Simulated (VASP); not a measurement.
The system is FeO (Wuestite).

```
Fe O
1.0
     1.52888    0.88270    2.53626
    -1.52888    0.88270    2.53626
     0.00000   -1.76540    2.53626
Fe O
1 1
Direct
  0.00000 0.00000 0.00000
  0.50000 0.50000 0.50000
```

This cell differs from its parent crystal: volume scaled by 1.02.

Base run:

- Program: VASP 6.6.1
- Functional: PBEsol
- Potentials or basis: VASP PAW PBE potentials, release 64 (Fe, O)
- Cutoff: 520 eV
- k mesh: 11 × 11 × 11
- Occupations: fermi-dirac, width 0.05 eV
- Spin: collinear spin, ferromagnetic start
- Starting moments: [3.0, 0.0] μB

Its results: band gap on the k mesh zero (filled and empty bands overlap); pressure -12.4 GPa; net moment 4.00 μB per cell; site moments Fe +3.62; O +0.30 μB.

Problem. The run is repeated on the same cell with these changes: functional from PBEsol to PBE. What comes out?

Solution. Band gap on the k mesh zero (filled and empty bands overlap); pressure -4.6 GPa; net moment 4.00 μB per cell; site moments Fe +3.62; O +0.30 μB.

PBE binds less tightly than PBEsol, so the same cell stands under more pressure.

Caveats: a cell with one magnetic atom can't hold antiferromagnetic order, which such compounds often take; semilocal functionals often make such compounds metallic where correlation or magnetic order opens a gap, which also shifts bond lengths; the PAW data sets were made with another functional, which shifts forces and pressure a little (some runs).
